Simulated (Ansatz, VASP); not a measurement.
**Si5C in VASP and in Ansatz**

```xyz
6
Lattice="3.1422 0.0000 0.0000 -1.5711 2.7213 0.0000 0.0000 0.0000 13.6834" Properties=species:S:1:pos:R:3 pbc="T T T"
Si    0.0000    1.8142    8.0157
Si    0.0000    1.8142    0.0000
Si    0.0000    1.8142    5.6677
Si    1.5711    0.9071    9.5806
Si    1.5711    0.9071    4.1029
C     1.5711    0.9071    0.0000
```

Alike in both runs: functional PBE; k mesh 12 × 12 × 1; occupations gaussian, width 0.1 eV; no spin polarisation.

Ansatz relaxed the structure, and its values are those at the end. VASP's run is a single point on that final structure, the one shown.

|  | VASP | Ansatz |
| --- | --- | --- |
| version | VASP 6.6.1 | Ansatz 0.2.0 |
| potentials or method | VASP PAW PBE potentials, release 64 (Si, C), cutoff 520 eV | scalar-relativistic, plane waves, PAW |
| valence electrons in the cell | 24 | 24 |

|  | VASP | Ansatz | Ansatz less VASP |
| --- | --- | --- | --- |
| gap on the k mesh at the Fermi level (eV) | none | none | - |
| pressure (GPa) | 0.1 | 0.1 | +0.06 |
| rms of the force components (eV/Å) | 0.005 | 0.004 | -0.0017 |

A gap of «none» marks a metal or a gap that the smearing closes. The functional is the same, so the differences come from potentials, cutoffs and numerics.

The k mesh is coarse, so the values compare programs but aren't converged.
